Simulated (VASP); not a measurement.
# La2In8Rh (P4/mmm) in VASP: single point with PBE

Aim: the single point of La2In8Rh with PBE.

Everything below comes from runs of VASP 6.6.1. Logs are shortened: lines on timing, memory, paths and dates and some standing lists are left out, and cuts for length are marked.

## Step 1: The cell of the first run

The structure is tetragonal, space group P4/mmm (No. 123). Conventional cell: a = 4.698 Å, b = 4.698 Å, c = 12.344 Å, α = 90.00°, β = 90.00°, γ = 90.00°. Within 4.3 Å of La (site symmetry 4mm) lie 12 In at 3.29 to 3.35 Å and 1 Rh at 3.78 Å. In (site symmetry mmm) has 8 In at 3.32 to 3.34 Å and 4 La at 3.35 Å within 4.4 Å. Within 3.7 Å of In (site symmetry 2mm) lie 2 Rh at 2.77 Å and 7 In at 2.95 to 3.32 Å and 2 La at 3.29 Å. Within 4.3 Å of In (site symmetry 4mm) lie 8 In at 3.31 to 3.34 Å and 4 La at 3.32 Å. Rh (site symmetry 4/mmm) has 8 In at 2.77 Å and 2 La at 3.78 Å within 3.8 Å.

## Step 2: Single point, PBE

The input, INCAR:

```
ALGO = Normal
EDIFF = 1E-6
ENCUT = 520
GGA = PE
ISIF = 2
ISMEAR = -1
LASPH = True
LCHARG = True
LELF = True
LREAL = False
LVHAR = True
LWAVE = False
NBANDS = 82
NELM = 100
PREC = Accurate
SIGMA = 0.05
```

The input, KPOINTS:

```
k-points
0
Gamma
  7 7 3
```

The input, POSCAR:

```
La2In8Rh
1.0
    4.6980000000      0.0000000000      0.0000000000
    0.0000000000      4.6980000000      0.0000000000
    0.0000000000      0.0000000000     12.3440000000
La In Rh
2 8 1
Direct
    0.0000000000      0.0000000000      0.3065056940
    0.0000000000      0.0000000000      0.6934943060
    0.5000000000      0.0000000000      0.5000000000
    0.0000000000      0.5000000000      0.5000000000
    0.5000000000      0.0000000000      0.1194901135
    0.0000000000      0.5000000000      0.1194901135
    0.5000000000      0.0000000000      0.8805098865
    0.0000000000      0.5000000000      0.8805098865
    0.5000000000      0.5000000000      0.3079231313
    0.5000000000      0.5000000000      0.6920768687
    0.0000000000      0.0000000000      0.0000000000
```

Potentials or basis: VASP PAW PBE potentials, release 64 (La, In_d, Rh_pv).

Launch:

```
$ cat potpaw_PBE.64/La/POTCAR potpaw_PBE.64/In_d/POTCAR potpaw_PBE.64/Rh_pv/POTCAR > POTCAR
$ mpirun -np 1 vasp_std > vasp.out
```

OUTCAR:

```text
EDIFF = 1E-6
   ENCUT = 520
   GGA = PE
   ISIF = 2
   ISMEAR = -1
   LASPH = True
   LREAL = False
   NELM = 100
   PREC = Accurate

 ion  position               nearest neighbor table
   1  0.000  0.000  0.307-   5 3.29   6 3.29   6 3.29   5 3.29   9 3.32   9 3.32   9 3.32   9 3.32
                             3 3.35   4 3.35   4 3.35   3 3.35
   2  0.000  0.000  0.693-   7 3.29   8 3.29   8 3.29   7 3.29  10 3.32  10 3.32  10 3.32  10 3.32
                             3 3.35   4 3.35   4 3.35   3 3.35
   3  0.500  0.000  0.500-   4 3.32   4 3.32   4 3.32   4 3.32   9 3.34  10 3.34  10 3.34   9 3.34
                             1 3.35   2 3.35   1 3.35   2 3.35
   4  0.000  0.500  0.500-   3 3.32   3 3.32   3 3.32   3 3.32  10 3.34   9 3.34  10 3.34   9 3.34
                             1 3.35   1 3.35   2 3.35   2 3.35
   5  0.500  0.000  0.119-  11 2.77  11 2.77   7 2.95   1 3.29   1 3.29   9 3.31   9 3.31   6 3.32
                             6 3.32   6 3.32   6 3.32
   6  0.000  0.500  0.119-  11 2.77  11 2.77   8 2.95   1 3.29   1 3.29   9 3.31   9 3.31   5 3.32
                             5 3.32   5 3.32   5 3.32
   7  0.500  0.000  0.881-  11 2.77  11 2.77   5 2.95   2 3.29   2 3.29  10 3.31  10 3.31   8 3.32
                             8 3.32   8 3.32   8 3.32
   8  0.000  0.500  0.881-  11 2.77  11 2.77   6 2.95   2 3.29   2 3.29  10 3.31  10 3.31   7 3.32
                             7 3.32   7 3.32   7 3.32
   9  0.500  0.500  0.308-   5 3.31   6 3.31   5 3.31   6 3.31   1 3.32   1 3.32   1 3.32   1 3.32
                             3 3.34   4 3.34   3 3.34   4 3.34
  10  0.500  0.500  0.692-   7 3.31   8 3.31   7 3.31   8 3.31   2 3.32   2 3.32   2 3.32   2 3.32
                             3 3.34   4 3.34   3 3.34   4 3.34
  11  0.000  0.000  0.000-   5 2.77   6 2.77   7 2.77   8 2.77   6 2.77   8 2.77   5 2.77   7 2.77

  LATTYP: Found a simple tetragonal cell.
 ALAT       =     4.6980000000
 C/A-ratio  =     2.6275010643

  Lattice vectors:

 A1 = (   4.6980000000,   0.0000000000,   0.0000000000)
 A2 = (   0.0000000000,   4.6980000000,   0.0000000000)
 A3 = (   0.0000000000,   0.0000000000,  12.3440000000)

Analysis of symmetry for initial positions (statically):
=====================================================================
 Subroutine PRICEL returns:
 Original cell was already a primitive cell.

 Routine SETGRP: Setting up the symmetry group for a
 simple tetragonal supercell.

 Subroutine GETGRP returns: Found 16 space group operations
 (whereof 16 operations were pure point group operations)
 out of a pool of 16 trial point group operations.

The static configuration has the point symmetry D_4h.

Analysis of symmetry for dynamics (positions and initial velocities):
=====================================================================
 Subroutine PRICEL returns:
 Original cell was already a primitive cell.

 Routine SETGRP: Setting up the symmetry group for a
 simple tetragonal supercell.

 Subroutine GETGRP returns: Found 16 space group operations
 (whereof 16 operations were pure point group operations)
 out of a pool of 16 trial point group operations.

The dynamic configuration has the point symmetry D_4h.

 Subroutine INISYM returns: Found 16 space group operations
 (whereof 16 operations are pure point group operations),
 and found     1 'primitive' translations

----------------------------------------------------------------------------------------

                                     Primitive cell

  volume of cell :     272.4469

  direct lattice vectors                    reciprocal lattice vectors
     4.698000000  0.000000000  0.000000000     0.212856535  0.000000000  0.000000000
     0.000000000  4.698000000  0.000000000     0.000000000  0.212856535  0.000000000
     0.000000000  0.000000000 12.344000000     0.000000000  0.000000000  0.081011017

  length of vectors
     4.698000000  4.698000000 12.344000000     0.212856535  0.212856535  0.081011017

  position of ions in fractional coordinates (direct lattice)
     0.000000000  0.000000000  0.306505694
     0.000000000  0.000000000  0.693494306
     0.500000000  0.000000000  0.500000000
     0.000000000  0.500000000  0.500000000
     0.500000000  0.000000000  0.119490113
     0.000000000  0.500000000  0.119490113
     0.500000000  0.000000000  0.880509887
     0.000000000  0.500000000  0.880509887
     0.500000000  0.500000000  0.307923131
     0.500000000  0.500000000  0.692076869
     0.000000000  0.000000000  0.000000000

  ion indices of the primitive-cell ions
   primitive index   ion index
                 1           1
                 2           2
                 3           3
                 4           4
                 5           5
                 6           6
                 7           7
                 8           8
                 9           9
                10          10
                11          11

----------------------------------------------------------------------------------------

 KPOINTS: k-points

Automatic generation of k-mesh.
 Grid dimensions read from file:
 generate k-points for:    7    7    3

 Generating k-lattice:

  Cartesian coordinates                     Fractional coordinates (reciprocal lattice)
     0.030408076  0.000000000  0.000000000     0.142857143  0.000000000  0.000000000
     0.000000000  0.030408076  0.000000000     0.000000000  0.142857143  0.000000000
     0.000000000  0.000000000  0.027003672     0.000000000  0.000000000  0.333333333

  Length of vectors
     0.030408076  0.030408076  0.027003672

  Shift w.r.t. Gamma in fractional coordinates (k-lattice)
     0.000000000  0.000000000  0.000000000

 Subroutine IBZKPT returns following result:
 ===========================================

 Found     20 irreducible k-points:

 Following reciprocal coordinates:
            Coordinates               Weight
  0.000000  0.000000  0.000000      1.000000
  0.142857  0.000000  0.000000      4.000000
  0.285714  0.000000  0.000000      4.000000
  0.428571  0.000000  0.000000      4.000000
  0.142857  0.142857  0.000000      4.000000
  0.285714  0.142857  0.000000      8.000000
[... 12 lines left out ...]
  0.428571  0.285714  0.333333     16.000000
  0.428571  0.428571  0.333333      8.000000
   k-points           NKPTS =     20   k-points in BZ     NKDIM =     20   number of bands    NBANDS=     82
   number of dos      NEDOS =    301   number of ions     NIONS =     11
   total plane-waves  NPLWV = 124416
   dimension x,y,z NGX =    36 NGY =   36 NGZ =   96
   dimension x,y,z NGXF=    72 NGYF=   72 NGZF=  192
   ions per type =               2   8   1
   NGX,Y,Z   is equivalent  to a cutoff of  12.74, 12.74, 12.93 a.u.
   NGXF,Y,Z  is equivalent  to a cutoff of  25.48, 25.48, 25.86 a.u.
 SYSTEM =  unknown system
   PREC   = accura    normal or accurate (medium, high low for compatibility)
   ISTART =      0    job   : 0-new  1-cont  2-samecut
   ICHARG =      2    charge: 1-file 2-atom 10-const
   ISPIN  =      1    spin polarized calculation?
   LNONCOLLINEAR =      F non collinear calculations
   LSORBIT =      F    spin-orbit coupling
   LASPH  =      T    aspherical Exc in radial PAW
   ENCUT  =  520.0 eV  38.22 Ry    6.18 a.u.   8.74  8.74 22.95*2*pi/ulx,y,z
   NELM   =    100;   NELMIN=  2; NELMDL= -5     # of ELM steps
   EDIFF  = 0.1E-05   stopping-criterion for ELM
   LREAL  =      F    real-space projection
   EDIFFG = 0.1E-04   stopping-criterion for IOM
   NSW    =      0    number of steps for IOM
   IBRION =     -1    ionic relax: 0-MD 1-quasi-New 2-CG
   NFREE  =      0    steps in history (QN), initial steepest desc. (CG)
   ISIF   =      2    stress and relaxation
   ISYM   =      2    0-nonsym 1-usesym 2-fastsym
   POTIM  = 0.5000    time-step for ionic-motion
   TEBEG  =    0.0;   TEEND  =   0.0 temperature during run
   PSTRESS=    0.0 pullay stress
   NELECT =     141.0000    total number of electrons
   NUPDOWN=      -1.0000    fix difference up-down
   EMIN   =  10.00;   EMAX   =-10.00  energy-range for DOS
   EFERMI =   0.00;   METHOD = LEGACY
   ISMEAR =    -1;   SIGMA  =   0.05  broadening in eV -4-tet -1-fermi 0-gaus
   EFERMI_NEDOS =   21; number of points for ismear=-14 and -15
   IALGO  =     38    algorithm
   IMIX   =      4    mixing-type and parameters
     AMIX     =   0.40;   BMIX     =  1.00
     AMIX_MAG =   1.60;   BMIX_MAG =  1.00
  volume/ion in A,a.u.               =      24.77       167.14
  Fermi-wavevector in a.u.,A,eV,Ry     =   1.314379  2.483816 23.505312  1.727592
  Thomas-Fermi vector in A             =   2.444636
   LORBIT       =      0    0 simple, 1 ext, 2 COOP (PROOUT), +10 PAW based schemes
   GGA     = PE    functional components
   LHFCALC =     F    Hartree Fock is set to
   AEXX    =    0.0000 exact exchange contribution
   IVDW    =     0    specifies the selected vdW correction
   LEPSILON=     F    determine dielectric tensor
   LRPA    =     F    only Hartree local field effects (RPA)
 non-spin polarized calculation
  energy-cutoff  :      520.00
  volume of cell :      272.45
 maximum number of plane-waves:      7386
 NGX is ok and might be reduce to    36
   NGX = 17   NGY = 17   NGZ = 45

 number of electron     140.9999971 magnetization

 Free energy of the ion-electron system (eV)
  ---------------------------------------------------
  ext. energy  EPLUGINS =         0.00000000
  ---------------------------------------------------
  free energy    TOTEN  =       -42.69367643 eV

  energy without entropy =      -42.64616960  energy(sigma->0) =      -42.66992302

 E-fermi :   8.6010     XC(G=0): -10.6388

 val. band max:        8.5892795698   @ k =   0.2857   0.0000   0.0000
 cond. band min:       8.6116427057   @ k =   0.1429   0.1429   0.3333
 fundamental gap:      0.0223631359
 Fermi energy:         8.6010454891

 k-point     1 :       0.0000    0.0000    0.0000
  band No.  band energies     occupation
      1     -37.3849      2.00000
      2     -37.3849      2.00000
      3     -37.3243      2.00000
      4     -23.9431      2.00000
      5     -23.9408      2.00000
      6      -7.9108      2.00000
[... 1689 lines left out ...]
     81      10.7438      0.00000
     82      10.7663      0.00000

------------------------ aborting loop because EDIFF is reached ----------------------------------------

  FORCE on cell =-STRESS in cart. coord.  units (eV):
  Direction    XX          YY          ZZ          XY          YZ          ZX
  --------------------------------------------------------------------------------------
  -------------------------------------------------------------------------------------
  Total        4.3707250      4.3707250      4.4138436      0.0000000     -0.0000000     -0.0000000
  in kB       25.7029002     25.7029002     25.9564673      0.0000000     -0.0000000     -0.0000000
  external PRESSURE =      25.7874225 kB  Pullay stress =       0.0000000 kB

 VOLUME and BASIS-vectors are now :
 -----------------------------------------------------------------------------
  energy-cutoff  :      520.00
  volume of cell :      272.45
      direct lattice vectors                 reciprocal lattice vectors
     4.698000000  0.000000000  0.000000000     0.212856535  0.000000000  0.000000000
     0.000000000  4.698000000  0.000000000     0.000000000  0.212856535  0.000000000
     0.000000000  0.000000000 12.344000000     0.000000000  0.000000000  0.081011017

 POSITION                                       TOTAL-FORCE (eV/Angst)
 -----------------------------------------------------------------------------------
      0.00000      0.00000      3.78351         0.000000      0.000000     -0.004603
      0.00000      0.00000      8.56049         0.000000      0.000000      0.004603
      2.34900      0.00000      6.17200         0.000000      0.000000      0.000000
      0.00000      2.34900      6.17200         0.000000      0.000000      0.000000
      2.34900      0.00000      1.47499         0.000000      0.000000      0.005932
      0.00000      2.34900      1.47499         0.000000     -0.000000      0.005932
      2.34900      0.00000     10.86901        -0.000000      0.000000     -0.005932
      0.00000      2.34900     10.86901         0.000000      0.000000     -0.005932
      2.34900      2.34900      3.80100        -0.000000     -0.000000     -0.006213
      2.34900      2.34900      8.54300         0.000000     -0.000000      0.006213
      0.00000      0.00000      0.00000         0.000000      0.000000      0.000000
 -----------------------------------------------------------------------------------
    total drift:                                0.000000     -0.000000      0.000000

  FREE ENERGIE OF THE ION-ELECTRON SYSTEM (eV)
  ---------------------------------------------------
  free  energy   TOTEN  =       -42.6936764333 eV

  energy  without entropy=      -42.6461696017  energy(sigma->0) =      -42.66992302
```

It took 26 min on 1 thread of AMD EPYC 7R13, shared host; peak memory 0.59 GiB.

Results:

```
Free energy            : -42.6937 eV
Pressure               : 2.6 GPa
Largest force          : 0.006 eV/Å
Band gap on the k mesh : zero (an odd number of electrons rules out a gap without spin polarisation)
```

Forces on the atoms (eV/Å):
```
La   0.000  0.000 -0.005
La   0.000  0.000  0.005
In   0.000  0.000  0.000
In   0.000  0.000  0.000
In   0.000  0.000  0.006
In   0.000  0.000  0.006
In   0.000  0.000 -0.006
In   0.000  0.000 -0.006
In   0.000  0.000 -0.006
In   0.000  0.000  0.006
Rh   0.000  0.000  0.000
```

Levels at points of the mesh, in eV from the Fermi level:
| k point | band 68 | band 69 | band 70 | band 71 | band 72 | band 73 |
| --- | --- | --- | --- | --- | --- | --- |
| (0.00, 0.00, 0.00) | -0.70 | -0.22 | -0.11 | 0.49 | 0.49 | 0.52 |

Caveat: spin-orbit coupling is left out, which moves the levels of the heavy elements.

The gap in the log of VASP goes by the Fermi energy; the results here count the filled bands.